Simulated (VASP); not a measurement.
Write the native input for VASP 6.6.1 that does the following.

```yaml
Task: single point
Functional: r2SCAN
Dispersion: D3(BJ)
Potentials_or_basis: VASP PAW PBE potentials, release 64 (Ti_sv, S)
Cutoff: 550 eV
k_mesh: 12 × 12 × 6
Occupations: gaussian, width 0.01 eV
Spin: no spin polarisation
Dipole_correction: no
Further_INCAR_settings: ALGO = Normal; EDIFF = 1e-06; NBANDS = 19
```

Crystal: TiS2.

```xyz
3
Lattice="3.4039 0.0000 0.0000 -1.7020 2.9479 0.0000 0.0000 0.0000 5.6970" Properties=species:S:1:pos:R:3 pbc="T T T"
Ti    0.0000    0.0000    0.0000
S     0.0000    1.9653    1.4042
S     1.7020    0.9826    4.2928
```

One way to write it, as run:

POSCAR

```
TiS2
1.0
    3.4039187095      0.0000000000      0.0000000000
   -1.7019593548      2.9478800748      0.0000000000
    0.0000000000      0.0000000000      5.6970257845
Ti S
1 2
Direct
    0.0000000000      0.0000000000      0.0000000000
    0.3333333333      0.6666666667      0.2464773751
    0.6666666667      0.3333333333      0.7535226249
```

INCAR.step1

```
SYSTEM = TiS2
  PREC = Accurate
  ENCUT = 550
  ISMEAR = 0
  SIGMA = 0.01
  LREAL = .False.
  LASPH = .True.
  NELM = 120
  NBANDS = 19
  GGA = PE
  ALGO = Normal
  EDIFF = 1E-5
  LWAVE = .True.
  LCHARG = .False.
  GGA_COMPAT = .False.
```

INCAR.step2

```
SYSTEM = TiS2
  PREC = Accurate
  ENCUT = 550
  EDIFF = 1E-6
  ISMEAR = 0
  SIGMA = 0.01
  LREAL = .False.
  LASPH = .True.
  NELM = 120
  ALGO = Normal
  ISIF = 2
  LWAVE = .False.
  LCHARG = .False.
  METAGGA = R2SCAN
  LMIXTAU = .True.
  IVDW = 12
  VDW_S6 = 1.0
  VDW_S8 = 0.78981345
  VDW_A1 = 0.49484001
  VDW_A2 = 5.73083694
  NBANDS = 19
  ISTART = 1
  GGA_COMPAT = .False.
```

KPOINTS

```
Automatic mesh
0
Gamma
  12 12 6
  0 0 0
```

Potentials or basis: VASP PAW PBE potentials, release 64 (Ti_sv, S).

The run is started by

```console
$ cat potpaw_PBE.64/Ti_sv/POTCAR potpaw_PBE.64/S/POTCAR > POTCAR
$ cp INCAR.step1 INCAR
$ mpirun -np 1 vasp_std > vasp.out
$ cp INCAR.step2 INCAR
$ mpirun -np 1 vasp_std > vasp.out
```

It gave:

| Property | Result |
| --- | --- |
| Pressure | 0.1 GPa |
| Largest force | 0.012 eV/Å |
| Band gap on the k mesh | 0.14 eV (least direct gap 0.64 eV) |
| Dispersion energy per atom | -0.182 eV |

Caveat: the PAW data sets were made with another functional, which shifts forces and pressure a little.

Wall time 4.2 min on 1 thread of Intel(R) Xeon(R) Platinum 8488C (Sapphire Rapids), with other jobs on the host, peak memory 0.28 GiB.
